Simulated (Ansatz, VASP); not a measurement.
**Mg in VASP and in Ansatz**

```
Mg
1.0
     6.41860    0.00000    0.00000
    -3.20930    5.55867    0.00000
     0.00000    0.00000   10.42060
Mg
16
Direct
  0.16667 0.33333 0.12500
  0.16667 0.33333 0.62500
  0.16667 0.83333 0.12500
  0.16667 0.83333 0.62500
  0.66667 0.33333 0.12500
  0.66667 0.33333 0.62500
  0.66667 0.83333 0.12500
  0.66667 0.83333 0.62500
  0.33333 0.16667 0.37500
  0.33333 0.16667 0.87500
  0.33333 0.66667 0.37500
  0.33333 0.66667 0.87500
  0.83333 0.16667 0.37500
  0.83333 0.16667 0.87500
  0.83333 0.66667 0.37500
  0.83333 0.66667 0.87500
```

Alike in both runs: task electric field gradients; functional LDA; k mesh 6 × 6 × 4; occupations fermi-dirac, width 0.05 eV; no spin polarisation.

|  | VASP | Ansatz |
| --- | --- | --- |
| version | VASP 6.6.1 | Ansatz 0.2.0 |
| potentials or method | VASP PAW LDA potentials, release 64 (Mg) | plane-wave PAW, scalar-relativistic |
| plane-wave cutoff (eV) | 520 | 420 |
| valence electrons in the cell | 32 | 160 |

|  | VASP | Ansatz | Ansatz less VASP |
| --- | --- | --- | --- |
| size of Vzz on the site where it differs most (V/Å²) | 1.2 | 1.3 | +0.08 |

Ansatz warns that its potentials were made for another functional, while VASP's fit it. LDA's correlation is that of Perdew and Zunger in VASP and of Perdew and Wang (1992) in Ansatz. VASP's potentials hold 32 valence electrons a cell and Ansatz's 160, so a difference there can come from the potentials and not from the codes.
